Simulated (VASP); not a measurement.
**Ta2N: single point with PBE**

Crystal: Ta2N.

```
CELL_PARAMETERS angstrom
5.38698 0.00000 0.00000
-2.69349 4.66526 0.00000
0.00000 0.00000 4.82242
ATOMIC_POSITIONS crystal
Ta 0.65531 0.65531 0.75285
Ta 0.00000 0.34469 0.75285
Ta 0.34469 0.00000 0.75285
Ta 0.34469 0.34469 0.24715
Ta 0.00000 0.65531 0.24715
Ta 0.65531 0.00000 0.24715
N 0.66667 0.33333 0.50000
N 0.33333 0.66667 0.50000
N 0.00000 0.00000 0.00000
```

This cell differs from its parent crystal: atoms shifted along a free coordinate, c/a of the conventional cell at fixed volume 0.8952.

| Quantity | Value |
| --- | --- |
| Program | VASP 6.6.1 |
| Task | single point |
| Functional | PBE |
| Potentials or basis | VASP PAW PBE potentials, release 64 (Ta_pv, N) |
| Cutoff | 520 eV |
| k mesh | 9 × 9 × 8 |
| Occupations | gaussian, width 0.15 eV |
| Spin | no spin polarisation |
| Dipole correction | no |
| Further INCAR settings | ALGO = Normal; EDIFF = 1e-06; NBANDS = 50 |

- Pressure: 1.7 GPa
- Largest force: 1.546 eV/Å
- Band gap on the k mesh: zero (an odd number of electrons rules out a gap without spin polarisation)

Forces in eV/Å, atoms in the order of the input:
```
Ta   0.715  1.239  0.585
Ta   0.715 -1.239  0.585
Ta  -1.431  0.000  0.585
Ta  -0.715 -1.239 -0.585
Ta  -0.715  1.239 -0.585
Ta   1.431  0.000 -0.585
N    0.000  0.000  0.000
N    0.000  0.000  0.000
N    0.000  0.000  0.000
```

Stress tensor (GPa, compression positive):
```
-2.21  0.00  0.00
 0.00 -2.21  0.00
 0.00  0.00  9.58
```

Levels at points of the mesh, in eV from the Fermi level:
| k point | band 37 | band 38 | band 39 | band 40 | band 41 | band 42 | band 43 | band 44 | band 45 | band 46 |
| --- | --- | --- | --- | --- | --- | --- | --- | --- | --- | --- |
| (0.00, 0.00, 0.00) | -1.54 | -0.65 | -0.65 | -0.59 | -0.25 | -0.25 | -0.13 | 0.35 | 0.35 | 1.90 |
| (0.00, 0.00, 0.50) | -1.89 | -1.71 | -1.45 | -1.45 | -0.52 | 0.62 | 0.62 | 0.78 | 1.51 | 1.51 |

Wall time 5.8 min on 1 thread of Intel(R) Xeon(R) Platinum 8488C (Sapphire Rapids), with other jobs on the host, peak memory 0.47 GiB.

Caveat: the stress differs along the axes, from -2 to 10 GPa; spin-orbit coupling is left out, which moves the levels of the heavy elements; forces of over 1 eV/Å act on the atoms, so gaps and moduli don't describe the material at rest.
